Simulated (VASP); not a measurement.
# CaO (R-3m) in VASP: further runs, part 2 of 2

VASP 6.6.1. Earlier steps stand in the parts before.

## (3) Single point, HSE06 (epitaxial 111 strain -2.0%)

The input, POSCAR:

```
CaO
1.0
    0.0501878095      2.3997869208      2.3997869208
    2.3997869208      0.0501878095      2.3997869208
    2.3997869208      2.3997869208      0.0501878095
Ca O
1 1
Direct
    0.0000000000      0.0000000000      0.0000000000
    0.5000000000      0.5000000000      0.5000000000
```

The input, INCAR.step1:

```
SYSTEM = CaO
  PREC = Accurate
  ENCUT = 520
  EDIFF = 1E-5
  ISMEAR = 0
  SIGMA = 0.01
  LREAL = .False.
  LASPH = .True.
  NELM = 60
  ALGO = Normal
  ISIF = 2
  LWAVE = .True.
  NBANDS = 15
  GGA = PE
```

The input, INCAR.step2:

```
SYSTEM = CaO
  PREC = Accurate
  ENCUT = 520
  EDIFF = 1E-6
  ISMEAR = 0
  SIGMA = 0.01
  LREAL = .False.
  LASPH = .True.
  NELM = 60
  ALGO = Normal
  ISIF = 2
  LWAVE = .False.
  LCHARG = .True.
  GGA = PE
  LHFCALC = .True.
  HFSCREEN = 0.2079
  PRECFOCK = Normal
  LELF = .True.
  LVHAR = .True.
  NBANDS = 15
  ISTART = 1
```

The input, KPOINTS:

```
regular mesh
0
Gamma
  6 6 6
  0 0 0
```

Potentials or basis: VASP PAW PBE potentials, release 64 (Ca_sv, O).

Launch:

```sh
$ cat potpaw_PBE.64/Ca_sv/POTCAR potpaw_PBE.64/O/POTCAR > POTCAR
$ cp INCAR.step1 INCAR
$ mpirun -np 1 vasp_std > vasp.out
$ cp INCAR.step2 INCAR
$ mpirun -np 1 vasp_std > vasp.out
```

OUTCAR:

```text
SYSTEM = CaO
   PREC = Accurate
   ENCUT = 520
   EDIFF = 1E-6
   ISMEAR = 0
   LREAL = .False.
   LASPH = .True.
   NELM = 60
   ISIF = 2
   GGA = PE
   LHFCALC = .True.
   HFSCREEN = 0.2079
   PRECFOCK = Normal
   ISTART = 1

 ion  position               nearest neighbor table
   1  0.000  0.000  0.000-   2 2.37   2 2.37   2 2.37   2 2.37   2 2.37   2 2.37
   2  0.500  0.500  0.500-   1 2.37   1 2.37   1 2.37   1 2.37   1 2.37   1 2.37

  LATTYP: Found a trigonal (rhomboedric) cell.
 ALAT       =     3.3941822795
 COS(alpha) =     0.5207995524

  Lattice vectors:

 A1 = (   0.0501878095,   2.3997869208,   2.3997869208)
 A2 = (   2.3997869208,   0.0501878095,   2.3997869208)
 A3 = (   2.3997869208,   2.3997869208,   0.0501878095)

Analysis of symmetry for initial positions (statically):
=====================================================================
 Subroutine PRICEL returns:
 Original cell was already a primitive cell.

 Routine SETGRP: Setting up the symmetry group for a
 trigonal (rhombohedral) supercell.

 Subroutine GETGRP returns: Found 12 space group operations
 (whereof 12 operations were pure point group operations)
[... 186 lines left out ...]
      5     -15.6201      2.00000
      6       1.4207      2.00000
      7       1.5334      2.00000
      8       1.5334      2.00000
      9       8.0152      0.00000
     10       9.5577      0.00000
     11       9.8848      0.00000
     12       9.8848      0.00000
     13      11.4765      0.00000
     14      11.4765      0.00000
[... 401 lines left out ...]
      2     -18.4282      2.00000
      3     -18.3365      2.00000
      4     -18.1911      2.00000
      5     -14.9204      2.00000
      6       0.1714      2.00000
      7       0.2918      2.00000
      8       0.6322      2.00000
      9       8.3223      0.00000
     10      11.3738      0.00000
     11      12.2574      0.00000
     12      13.6512      0.00000
     13      13.8205      0.00000
     14      16.9374      0.00000
     15      17.6277      0.00000

 [... further k-points ...]

------------------------ aborting loop because EDIFF is reached ----------------------------------------

  FORCE on cell =-STRESS in cart. coord.  units (eV):
  Direction    XX          YY          ZZ          XY          YZ          ZX
  --------------------------------------------------------------------------------------
  -------------------------------------------------------------------------------------
  Total        0.7652078      0.7652078      0.7652078     -0.3007936     -0.3007936     -0.3007936
  in kB       45.7911993     45.7911993     45.7911993    -17.9999502    -17.9999502    -17.9999502
  external PRESSURE =      45.7911993 kB  Pullay stress =       0.0000000 kB

 VOLUME and BASIS-vectors are now :
 -----------------------------------------------------------------------------
  energy-cutoff  :      520.00
  volume of cell :       26.77
      direct lattice vectors                 reciprocal lattice vectors
     0.050187809  2.399786921  2.399786921    -0.215004446  0.210600073  0.210600073
     2.399786921  0.050187809  2.399786921     0.210600073 -0.215004446  0.210600073
     2.399786921  2.399786921  0.050187809     0.210600073  0.210600073 -0.215004446

 POSITION                                       TOTAL-FORCE (eV/Angst)
 -----------------------------------------------------------------------------------
      0.00000      0.00000      0.00000         0.000000      0.000000     -0.000000
      2.42488      2.42488      2.42488        -0.000000     -0.000000      0.000000
 -----------------------------------------------------------------------------------
    total drift:                                0.000000      0.000000      0.000000

  FREE ENERGIE OF THE ION-ELECTRON SYSTEM (eV)
  ---------------------------------------------------
  free  energy   TOTEN  =       -14.8536467277 eV

  energy  without entropy=      -14.8536467277  energy(sigma->0) =      -14.85364673
```

Run time: 55 min. Hardware: 1 thread of AMD EPYC 7R13, shared host; peak memory 0.28 GiB.

Results:

- Free energy: -14.8536 eV
- Pressure: 4.6 GPa
- Band gap on the k mesh: 5.24 eV (least direct gap 5.64 eV)

Stress tensor (GPa, compression positive):
```
 4.58 -1.80 -1.80
-1.80  4.58 -1.80
-1.80 -1.80  4.58
```

Caveat: the cell differs from its parent crystal (epitaxial 111 strain -2.0%); the cell stands under pressure; the PAW data sets were made with another functional, which shifts forces and pressure a little.

## (4) Single point, HSE06 (epitaxial 111 strain -1.0%)

The input, POSCAR:

```
CaO
1.0
    0.0252122137      2.3987868261      2.3987868261
    2.3987868261      0.0252122137      2.3987868261
    2.3987868261      2.3987868261      0.0252122137
Ca O
1 1
Direct
    0.0000000000      0.0000000000      0.0000000000
    0.5000000000      0.5000000000      0.5000000000
```

The input, INCAR.step1:

```
SYSTEM = CaO
ALGO = Normal ; EDIFF = 1E-5
ENCUT = 520 ; GGA = PE
ISIF = 2 ; ISMEAR = 0
LASPH = .TRUE. ; LCHARG = .FALSE.
LREAL = .FALSE. ; LWAVE = .TRUE.
NBANDS = 15 ; NELM = 80
PREC = Accurate ; SIGMA = 0.01
```

The input, INCAR.step2:

```
SYSTEM = CaO
ALGO = Normal ; EDIFF = 1E-6
ENCUT = 520 ; GGA = PE
HFSCREEN = 0.2079 ; ISIF = 2
ISMEAR = 0 ; ISTART = 1
LASPH = .TRUE. ; LCHARG = .FALSE.
LHFCALC = .TRUE. ; LREAL = .FALSE.
LWAVE = .FALSE. ; NBANDS = 15
NELM = 80 ; PREC = Accurate
PRECFOCK = Normal ; SIGMA = 0.01
```

The input, KPOINTS:

```
k-points
0
G
  6 6 6
  0 0 0
```

Launch:

```sh
$ cat potpaw_PBE.64/Ca_sv/POTCAR potpaw_PBE.64/O/POTCAR > POTCAR
$ cp INCAR.step1 INCAR
$ mpirun -np 1 vasp_std > vasp.out
$ cp INCAR.step2 INCAR
$ mpirun -np 1 vasp_std > vasp.out
```

Wall time 1.6 h (1 thread of Intel Xeon 8259CL, shared host); peak memory 0.28 GiB.

Results (log left out):

```
Free energy            : -14.8702 eV
Pressure               : 2.7 GPa
Band gap on the k mesh : 5.27 eV (least direct gap 5.68 eV)
```

Stress tensor (GPa, compression positive):
```
 2.70 -0.88 -0.88
-0.88  2.70 -0.88
-0.88 -0.88  2.70
```

Levels at points of the mesh, in eV from the valence-band top:
```tsv
k point	band 5	band 6	band 7	band 8	band 9	band 10	band 11	band 12
(0.00, 0.00, 0.00)	-17.10	-0.06	0.00	0.00	6.39	8.11	8.28	8.28
(0.50, 0.00, 0.00)	-15.59	-2.89	-1.38	-1.30	9.13	10.22	10.65	10.80
(0.50, 0.50, 0.00)	-16.84	-1.45	-0.46	-0.41	5.27	10.29	11.24	12.07
(0.50, 0.50, 0.50)	-15.58	-2.89	-1.27	-1.27	9.09	10.23	10.64	10.64
```

Caveat: the cell differs from its parent crystal (epitaxial 111 strain -1.0%); the PAW data sets were made with another functional, which shifts forces and pressure a little.

## (5) Summary

| level | potentials or basis | cell | k mesh | cutoff (eV) | grid for exact exchange (PRECFOCK) | share of exact exchange | screening parameter | gap on the mesh (eV) | pressure (GPa) |
| --- | --- | --- | --- | --- | --- | --- | --- | --- | --- |
| r2SCAN | VASP PAW PBE potentials, release 64 (Ca_sv, O_h) | a = 3.392 Å, angles 59.3°, 2 atoms | 10 × 10 × 10 | 1480 | - | - | - | 4.17 | 2.8 |
| HSE06 | VASP PAW PBE potentials, release 64 (Ca_sv, O) | a = 3.394 Å, angles 58.6°, 2 atoms | 6 × 6 × 6 | 520 | Normal | 0.25 | 0.2079 1/Å | 5.24 | 4.6 |
| HSE06 | VASP PAW PBE potentials, release 64 (Ca_sv, O) | a = 3.392 Å, angles 59.3°, 2 atoms | 6 × 6 × 6 | 520 | Normal | 0.25 | 0.2079 1/Å | 5.27 | 2.7 |

Alike in all rows: task single point; no spin polarisation; smearing gaussian 0.01 eV.

Caveats: the PAW data sets were made with another functional, which shifts forces and pressure a little; the cell stands under pressure (at least some runs).

Absolute energies hang on the potentials; compare differences alone.
